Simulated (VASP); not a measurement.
Input of a VASP 6.6.1 run:

File INCAR:

```
ALGO     = Normal         # electronic algorithm
EDIFF    = 1E-6           # SCF threshold, eV
ENCUT    = 600            # plane-wave cutoff, eV
GGA      = PS             # functional
GGA_COMPAT= False        
ISIF     = 2              # what is computed and relaxed
ISMEAR   = 0              # smearing method
LASPH    = True           # aspherical terms in the spheres
LCHARG   = False          # write CHGCAR
LREAL    = False          # projectors in reciprocal space
LWAVE    = False          # write WAVECAR
NBANDS   = 11             # bands
NELM     = 120            # most SCF steps
PREC     = Accurate       # precision mode
SIGMA    = 0.01           # smearing width, eV
```

File KPOINTS:

```
k-points
0
Gamma
  9 9 9
```

Contents of POSCAR:

```
C
1.0
   -0.0131329370      1.7814679574      1.7814679574
    1.7814679574     -0.0131329370      1.7814679574
    1.7814679574      1.7814679574     -0.0131329370
C
2
Direct
   -0.0000873341     -0.0000873341     -0.0000873341
    0.2500873341      0.2500873341      0.2500873341
```

Potentials or basis: VASP PAW PBE potentials, release 64 (C).

Command:

```sh
$ cat potpaw_PBE.64/C/POTCAR > POTCAR
$ mpirun -np 1 vasp_std > vasp.out
```

(1) What does it give for the band gap on the k mesh?

(2) Estimate the pressure.

(3) What does it give for the largest force?

Answers

(1) 4.00 eV (least direct gap 5.40 eV).

(2) -7.7 GPa.

(3) 0.006 eV/Å.

Caveat: the cell stands under tension; the PAW data sets were made with another functional, which shifts forces and pressure a little; an odd mesh through Γ misses points on the zone boundary, where band edges can lie.
